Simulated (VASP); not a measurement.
# HfSiO4 (P2_1) in VASP: further runs

The runs below take HfSiO4 through single point, with PBE, r2SCAN.

All numbers are computed with VASP 6.6.1; they aren't measurements. Logs are shortened: lines on timing, memory, paths and dates and some standing lists are left out, and cuts for length are marked.

### 1 The cell of the first run

The structure is monoclinic, space group P2_1 (No. 4). The conventional cell has a = 4.993 Å, b = 4.772 Å, c = 5.033 Å, α = 90.00°, β = 97.73°, γ = 90.00°. Hf (site symmetry 1) has 7 O at 2.06 to 2.23 Å within 2.7 Å. Si (site symmetry 1) has 5 O at 1.70 to 1.79 Å within 2.3 Å. O (site symmetry 1) has 1 Si at 1.75 Å and 2 Hf at 2.06 to 2.11 Å and 7 O at 2.36 to 2.67 Å within 2.7 Å. Within 2.3 Å of O (site symmetry 1) lie 1 Si at 1.70 Å and 2 Hf at 2.18 to 2.23 Å. Within 2.8 Å of O (site symmetry 1) lie 2 Si at 1.71 to 1.79 Å and 1 Hf at 2.23 Å and 9 O at 2.39 to 2.73 Å. Within 2.5 Å of O (site symmetry 1) lie 1 Si at 1.77 Å and 2 Hf at 2.07 to 2.11 Å and 3 O at 2.36 to 2.49 Å.

### 2 Single point, PBE

File INCAR:

```
PREC = Accurate
ENCUT = 520
EDIFF = 1E-6
ISMEAR = -1
SIGMA = 0.02
LREAL = False
LASPH = True
NELM = 80
ALGO = Normal
ISIF = 2
LWAVE = False
LCHARG = False
GGA = PE
NBANDS = 50
```

File KPOINTS:

```
regular mesh
0
Gamma
  6 6 6
```

File POSCAR:

```
HfSiO4
1.0
    5.0321402187      0.0000000000      0.0964760926
    0.0000000000      4.7723069552      0.0000000000
   -0.7667580942      0.0000000000      4.9340114173
Hf Si O
2 2 8
Direct
    0.2887790970      0.4817724937      0.4730116782
    0.7112209030      0.9817724937      0.5269883218
    0.8006224161      0.4658669670      0.0592444393
    0.1993775839     -0.0341330330      0.9407555607
    0.4087608717      0.8086279514      0.7313880145
    0.5912391283      0.3086279514      0.2686119855
    0.6139615765      0.3250031211      0.7836831674
    0.3860384235      0.8250031211      0.2163168326
    0.0710886382      0.2486167750      0.1220964153
    0.9289113618      0.7486167750      0.8779035847
    0.9123077291      0.6701126917      0.3479761089
    0.0876922709      0.1701126917      0.6520238911
```

Potentials or basis: VASP PAW PBE potentials, release 64 (Hf_pv, Si, O).

Started as:

```bash
> cat potpaw_PBE.64/Hf_pv/POTCAR potpaw_PBE.64/Si/POTCAR potpaw_PBE.64/O/POTCAR > POTCAR
> mpirun -np 1 vasp_std > vasp.out
```

OUTCAR:

```text
PREC = Accurate
   ENCUT = 520
   EDIFF = 1E-6
   ISMEAR = -1
   LREAL = False
   LASPH = True
   NELM = 80
   ISIF = 2
   GGA = PE

 ion  position               nearest neighbor table
   1  0.289  0.482  0.473-   5 2.06  12 2.07   6 2.11  11 2.11   8 2.18   7 2.23   9 2.23   3 2.99
                             2 3.18   2 3.18   4 3.36   4 3.46   4 3.50   2 3.80   2 3.80
   2  0.711  0.982  0.527-   6 2.06  11 2.07   5 2.11  12 2.11   7 2.18   8 2.23  10 2.23   4 2.99
                             1 3.18   1 3.18   3 3.36   3 3.46   3 3.50   1 3.80   1 3.80
   3  0.801  0.466  0.059-   7 1.70   9 1.71   6 1.75  11 1.77  10 1.79   1 2.99   2 3.36   2 3.46
                             2 3.50
   4  0.199  0.966  0.941-   8 1.70  10 1.71   5 1.75  12 1.77   9 1.79   2 2.99   1 3.36   1 3.46
                             1 3.50
   5  0.409  0.809  0.731-   4 1.75   1 2.06   2 2.11
   6  0.591  0.309  0.269-   3 1.75   2 2.06   1 2.11
   7  0.614  0.325  0.784-   3 1.70   2 2.18   1 2.23
   8  0.386  0.825  0.216-   4 1.70   1 2.18   2 2.23
   9  0.071  0.249  0.122-   3 1.71   4 1.79   1 2.23
  10  0.929  0.749  0.878-   4 1.71   3 1.79   2 2.23
  11  0.912  0.670  0.348-   3 1.77   2 2.07   1 2.11
  12  0.088  0.170  0.652-   4 1.77   1 2.07   2 2.11

  LATTYP: Found a simple monoclinic cell.
 ALAT       =     4.9932340863
 B/A-ratio  =     0.9557547018
 C/A-ratio  =     1.0079769675
 COS(beta)  =    -0.1345900904

  Lattice vectors:

 A1 = (  -0.7667580942,   0.0000000000,   4.9340114173)
 A2 = (   0.0000000000,  -4.7723069552,   0.0000000000)
 A3 = (   5.0321402187,   0.0000000000,   0.0964760926)

Analysis of symmetry for initial positions (statically):
=====================================================================
 Subroutine PRICEL returns:
 Original cell was already a primitive cell.

 Routine SETGRP: Setting up the symmetry group for a
 simple monoclinic supercell.

 Subroutine GETGRP returns: Found  2 space group operations
 (whereof  1 operations were pure point group operations)
 out of a pool of  4 trial point group operations.

The static configuration has the point symmetry C_1 .
 The point group associated with its full space group is C_2 .

Analysis of symmetry for dynamics (positions and initial velocities):
=====================================================================
 Subroutine PRICEL returns:
 Original cell was already a primitive cell.

 Routine SETGRP: Setting up the symmetry group for a
 simple monoclinic supercell.

 Subroutine GETGRP returns: Found  2 space group operations
 (whereof  1 operations were pure point group operations)
 out of a pool of  4 trial point group operations.

The dynamic configuration has the point symmetry C_1 .
 The point group associated with its full space group is C_2 .

 Subroutine INISYM returns: Found  2 space group operations
 (whereof  1 operations are pure point group operations),
 and found     1 'primitive' translations

----------------------------------------------------------------------------------------

                                     Primitive cell

  volume of cell :     118.8429

  direct lattice vectors                    reciprocal lattice vectors
     5.032140219  0.000000000  0.096476093     0.198132292  0.000000000  0.030790269
     0.000000000  4.772306955  0.000000000     0.000000000  0.209542263  0.000000000
    -0.766758094  0.000000000  4.934011417    -0.003874136  0.000000000  0.202072794

  length of vectors
     5.033064953  4.772306955  4.993234086     0.200510463  0.209542263  0.202109929

  position of ions in fractional coordinates (direct lattice)
     0.288779097  0.481772494  0.473011678
     0.711220903  0.981772494  0.526988322
     0.800622416  0.465866967  0.059244439
     0.199377584  0.965866967  0.940755561
     0.408760872  0.808627951  0.731388014
     0.591239128  0.308627951  0.268611986
     0.613961577  0.325003121  0.783683167
     0.386038423  0.825003121  0.216316833
     0.071088638  0.248616775  0.122096415
     0.928911362  0.748616775  0.877903585
     0.912307729  0.670112692  0.347976109
     0.087692271  0.170112692  0.652023891

  ion indices of the primitive-cell ions
   primitive index   ion index
                 1           1
                 2           2
                 3           3
                 4           4
                 5           5
                 6           6
                 7           7
                 8           8
                 9           9
                10          10
                11          11
                12          12

----------------------------------------------------------------------------------------

 KPOINTS: regular mesh

Automatic generation of k-mesh.
 Grid dimensions read from file:
 generate k-points for:    6    6    6

 Generating k-lattice:

  Cartesian coordinates                     Fractional coordinates (reciprocal lattice)
     0.033022049  0.000000000  0.005131711     0.166666667  0.000000000 -0.000000000
     0.000000000  0.034923711  0.000000000     0.000000000  0.166666667  0.000000000
    -0.000645689  0.000000000  0.033678799     0.000000000  0.000000000  0.166666667

  Length of vectors
     0.033418411  0.034923711  0.033684988

  Shift w.r.t. Gamma in fractional coordinates (k-lattice)
     0.000000000  0.000000000  0.000000000

 Subroutine IBZKPT returns following result:
 ===========================================

 Found     80 irreducible k-points:

 Following reciprocal coordinates:
            Coordinates               Weight
  0.000000  0.000000  0.000000      1.000000
  0.166667  0.000000  0.000000      2.000000
  0.333333  0.000000 -0.000000      2.000000
  0.500000  0.000000 -0.000000      1.000000
  0.000000  0.166667  0.000000      2.000000
  0.166667  0.166667  0.000000      4.000000
[... 16 lines left out ...]
  0.000000  0.166667  0.166667      4.000000
  0.166667  0.166667  0.166667      4.000000
 [... further k-points ...]
   k-points           NKPTS =     80   k-points in BZ     NKDIM =     80   number of bands    NBANDS=     50
   number of dos      NEDOS =    301   number of ions     NIONS =     12
   total plane-waves  NPLWV =  57600
   dimension x,y,z NGX =    40 NGY =   36 NGZ =   40
   dimension x,y,z NGXF=    80 NGYF=   72 NGZF=   80
   ions per type =               2   2   8
   NGX,Y,Z   is equivalent  to a cutoff of  13.21, 12.54, 13.32 a.u.
   NGXF,Y,Z  is equivalent  to a cutoff of  26.42, 25.08, 26.64 a.u.
 SYSTEM =  unknown system
   PREC   = accura    normal or accurate (medium, high low for compatibility)
   ISTART =      0    job   : 0-new  1-cont  2-samecut
   ICHARG =      2    charge: 1-file 2-atom 10-const
   ISPIN  =      1    spin polarized calculation?
   LNONCOLLINEAR =      F non collinear calculations
   LSORBIT =      F    spin-orbit coupling
   LASPH  =      T    aspherical Exc in radial PAW
   ENCUT  =  520.0 eV  38.22 Ry    6.18 a.u.   9.36  8.87  9.28*2*pi/ulx,y,z
   NELM   =     80;   NELMIN=  2; NELMDL= -5     # of ELM steps
   EDIFF  = 0.1E-05   stopping-criterion for ELM
   LREAL  =      F    real-space projection
[... 7 lines left out ...]
   TEBEG  =    0.0;   TEEND  =   0.0 temperature during run
   PSTRESS=    0.0 pullay stress
   NELECT =      76.0000    total number of electrons
   NUPDOWN=      -1.0000    fix difference up-down
   EMIN   =  10.00;   EMAX   =-10.00  energy-range for DOS
   EFERMI =   0.00;   METHOD = LEGACY
   ISMEAR =    -1;   SIGMA  =   0.02  broadening in eV -4-tet -1-fermi 0-gaus
   EFERMI_NEDOS =   21; number of points for ismear=-14 and -15
   IALGO  =     38    algorithm
   IMIX   =      4    mixing-type and parameters
     AMIX     =   0.40;   BMIX     =  1.00
     AMIX_MAG =   1.60;   BMIX_MAG =  1.00
  volume/ion in A,a.u.               =       9.90        66.83
  Fermi-wavevector in a.u.,A,eV,Ry     =   1.410441  2.665347 27.066668  1.989344
  Thomas-Fermi vector in A             =   2.532395
   LORBIT       =      0    0 simple, 1 ext, 2 COOP (PROOUT), +10 PAW based schemes
   GGA     = PE    functional components
   LHFCALC =     F    Hartree Fock is set to
   AEXX    =    0.0000 exact exchange contribution
   IVDW    =     0    specifies the selected vdW correction
   LEPSILON=     F    determine dielectric tensor
   LRPA    =     F    only Hartree local field effects (RPA)
 non-spin polarized calculation
  energy-cutoff  :      520.00
  volume of cell :      118.84
 maximum number of plane-waves:      3230
 NGX is ok and might be reduce to    40
   NGX = 19   NGY = 17   NGZ = 19

 number of electron      76.0000002 magnetization

 Free energy of the ion-electron system (eV)
  ---------------------------------------------------
  ext. energy  EPLUGINS =         0.00000000
  ---------------------------------------------------
  free energy    TOTEN  =      -105.18484931 eV

  energy without entropy =     -105.18484931  energy(sigma->0) =     -105.18484931

 E-fermi :   5.8163     XC(G=0): -11.6452

 val. band max:        5.3291247097   @ k =   0.5000   0.0000  -0.0000
 cond. band min:       8.0932816952   @ k =   0.5000   0.0000  -0.0000
 fundamental gap:      2.7641569855
 Fermi energy:         5.8163416209

 k-point     1 :       0.0000    0.0000    0.0000
  band No.  band energies     occupation
      1     -25.0681      2.00000
      2     -25.0607      2.00000
      3     -24.8939      2.00000
      4     -24.7653      2.00000
      5     -24.7372      2.00000
      6     -24.6805      2.00000
[... 42 lines left out ...]
     49      13.7412      0.00000
     50      13.7773      0.00000
[... 1217 lines left out ...]
     49      13.4211      0.00000
     50      14.2799      0.00000

 [... further k-points ...]

------------------------ aborting loop because EDIFF is reached ----------------------------------------

  FORCE on cell =-STRESS in cart. coord.  units (eV):
  Direction    XX          YY          ZZ          XY          YZ          ZX
  --------------------------------------------------------------------------------------
  -------------------------------------------------------------------------------------
  Total        3.5672214      3.6440393      4.0798768      0.0000000      0.0000000      0.0871437
  in kB       48.0913967     49.1270146     55.0027463      0.0000000      0.0000000      1.1748259
  external PRESSURE =      50.7403858 kB  Pullay stress =       0.0000000 kB

 VOLUME and BASIS-vectors are now :
 -----------------------------------------------------------------------------
  energy-cutoff  :      520.00
  volume of cell :      118.84
      direct lattice vectors                 reciprocal lattice vectors
     5.032140219  0.000000000  0.096476093     0.198132292  0.000000000  0.030790269
     0.000000000  4.772306955  0.000000000     0.000000000  0.209542263  0.000000000
    -0.766758094  0.000000000  4.934011417    -0.003874136  0.000000000  0.202072794

 POSITION                                       TOTAL-FORCE (eV/Angst)
 -----------------------------------------------------------------------------------
      1.09049      2.29917      2.36171         0.020215      0.003477     -0.010007
      3.17489      4.68532      2.66878        -0.020215      0.003477      0.010007
      3.98342      2.22326      0.36955        -0.075985      0.147145     -0.068316
      0.28196      4.60941      4.66093         0.075985      0.147145      0.068316
      1.49614      3.85902      3.64811         0.204348     -0.127817     -0.136554
      2.76924      1.47287      1.38238        -0.204348     -0.127817      0.136554
      2.48865      1.55101      3.92593        -0.165793     -0.144769     -0.276652
      1.77674      3.93717      1.10455         0.165793     -0.144769      0.276652
      0.26411      1.18648      0.60928         0.147915     -0.016998      0.200428
      4.00127      3.57263      4.42120        -0.147915     -0.016998     -0.200428
      4.32405      3.19798      1.80493         0.050737      0.138962      0.214108
     -0.05866      0.81183      3.22555        -0.050737      0.138962     -0.214108
 -----------------------------------------------------------------------------------
    total drift:                               -0.000000      0.001239      0.000004

  FREE ENERGIE OF THE ION-ELECTRON SYSTEM (eV)
  ---------------------------------------------------
  free  energy   TOTEN  =      -105.1848493131 eV

  energy  without entropy=     -105.1848493131  energy(sigma->0) =     -105.18484931
```

Wall time 3.5 min (1 thread of Intel Xeon 6975P-C (Granite Rapids), shared host); peak memory 0.48 GiB.

What came out:

| Item | Value |
| --- | --- |
| Free energy | -105.1848 eV |
| Pressure | 5.1 GPa |
| Largest force | 0.354 eV/Å |
| Band gap on the k mesh | 2.76 eV |

Forces on the atoms (eV/Å):
```
Hf   0.020  0.003 -0.010
Hf  -0.020  0.003  0.010
Si  -0.076  0.147 -0.068
Si   0.076  0.147  0.068
O    0.204 -0.128 -0.137
O   -0.204 -0.128  0.137
O   -0.166 -0.145 -0.277
O    0.166 -0.145  0.277
O    0.148 -0.017  0.200
O   -0.148 -0.017 -0.200
O    0.051  0.139  0.214
O   -0.051  0.139 -0.214
```

Stress tensor (GPa, compression positive):
```
4.81 0.00 0.12
0.00 4.91 0.00
0.12 0.00 5.50
```

Caveat: the cell stands under pressure; spin-orbit coupling is left out, which moves the levels of the heavy elements.

### 3 Single point, r2SCAN

POSCAR is that of step 2.

File INCAR.step1:

```
SYSTEM = HfSiO4
PREC = Accurate
ENCUT = 520
ISMEAR = 0
SIGMA = 0.01
LREAL = .False.
LASPH = .True.
NELM = 100
NBANDS = 50
GGA = PE
ALGO = Normal
EDIFF = 1E-4
LWAVE = .True.
LCHARG = .False.
```

File INCAR.step2:

```
SYSTEM = HfSiO4
PREC = Accurate
ENCUT = 520
EDIFF = 1E-7
ISMEAR = 0
SIGMA = 0.01
LREAL = .False.
LASPH = .True.
NELM = 100
ALGO = Normal
ISIF = 2
LWAVE = .False.
LCHARG = .False.
METAGGA = R2SCAN
LMIXTAU = .True.
NBANDS = 50
ISTART = 1
```

File KPOINTS:

```
regular mesh
0
Gamma
  6 6 6
  0 0 0
```

Potentials or basis: VASP PAW PBE potentials, release 64 (Hf_pv, Si, O).

Started as:

```bash
> cat potpaw_PBE.64/Hf_pv/POTCAR potpaw_PBE.64/Si/POTCAR potpaw_PBE.64/O/POTCAR > POTCAR
> cp INCAR.step1 INCAR
> mpirun -np 1 vasp_std > vasp.out
> cp INCAR.step2 INCAR
> mpirun -np 1 vasp_std > vasp.out
```

Run time: 61 min. Hardware: 1 thread of Oxide Virtual Turin-like, shared host; peak memory 0.47 GiB.

Results (log left out):

```
Free energy            : -194.0801 eV
Pressure               : -1.8 GPa
Largest force          : 0.225 eV/Å
Band gap on the k mesh : 3.29 eV
```

Forces in eV/Å, atoms in the order of the input:
```
Hf  -0.011  0.024 -0.030
Hf   0.011  0.024  0.030
Si   0.001  0.032 -0.015
Si  -0.001  0.032  0.015
O    0.098 -0.082 -0.182
O   -0.098 -0.082  0.182
O   -0.060 -0.087 -0.199
O    0.060 -0.087  0.199
O    0.071  0.033  0.090
O   -0.071  0.033 -0.090
O    0.025  0.080  0.132
O   -0.025  0.080 -0.132
```

Stress tensor (GPa, compression positive):
```
-1.88  0.00 -0.07
 0.00 -2.01  0.00
-0.07  0.00 -1.64
```

Levels at points of the mesh, in eV from the valence-band top:
```
           k point  band 35  band 36  band 37  band 38  band 39  band 40  band 41  band 42
(0.00, 0.00, 0.00)    -0.94    -0.85    -0.23    -0.21     3.78     4.46     5.45     5.71
(0.50, 0.00, 0.00)    -1.09    -1.05    -0.59     0.00     3.29     4.36     5.72     5.91
(0.00, 0.50, 0.00)    -1.16    -1.16    -0.31    -0.31     3.90     3.90     5.63     5.63
(0.50, 0.50, 0.00)    -0.98    -0.98    -0.39    -0.39     3.84     3.84     6.05     6.05
(0.00, 0.00, 0.50)    -1.54    -1.45    -0.66    -0.55     4.26     4.99     5.79     5.92
(0.50, 0.00, 0.50)    -1.75    -1.69    -1.07    -0.94     3.93     4.83     5.62     6.09
(0.00, 0.50, 0.50)    -1.62    -1.62    -1.06    -1.06     4.25     4.25     5.96     5.96
(0.50, 0.50, 0.50)    -1.74    -1.74    -0.85    -0.85     3.99     3.99     6.00     6.00
```

Caveat: the PAW data sets were made with another functional, which shifts forces and pressure a little; spin-orbit coupling is left out, which moves the levels of the heavy elements. A k mesh can miss the band edges.
